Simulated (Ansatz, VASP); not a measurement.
## Hf3TiN4 in VASP and in Ansatz

```xyz
8
Lattice="3.1762 0.0000 0.0000 0.0000 3.1762 0.0000 0.0000 0.0000 8.9784" Properties=species:S:1:pos:R:3 pbc="T T T"
Hf    1.5881    1.5881    2.1561
Hf    0.0000    0.0000    4.4892
Hf    1.5881    1.5881    6.8223
Ti    0.0000    0.0000    0.0000
N     0.0000    0.0000    2.2102
N     1.5881    1.5881    4.4892
N     0.0000    0.0000    6.7682
N     1.5881    1.5881    0.0000
```

Alike in both runs: functional PBE; k mesh 12 × 12 × 4; occupations gaussian, width 0.1 eV; no spin polarisation.

Ansatz relaxed the structure, and its values are those at the end. VASP's run is a single point on that final structure, the one shown.

```csv
,VASP,Ansatz
version,VASP 6.6.1,Ansatz 0.2.0
potentials or method,"VASP PAW PBE potentials, release 64 (Hf_pv, Ti_sv, N), cutoff 520 eV","scalar-relativistic, plane waves, PAW"
valence electrons in the cell,62,110
```

|  | VASP | Ansatz | Ansatz less VASP |
| --- | --- | --- | --- |
| gap on the k mesh at the Fermi level (eV) | none | none | - |
| pressure (GPa) | -1.8 | 0.0 | +1.77 |
| rms of the force components (eV/Å) | 0.016 | 0.002 | -0.0146 |

A gap of «none» marks a metal or a gap that the smearing closes. With one functional, cell and mesh, what is left measures potentials, basis and numerics. VASP's potentials hold 62 valence electrons a cell and Ansatz's 110, so a difference there can come from the potentials and not from the codes.

Spin-orbit coupling is off throughout.
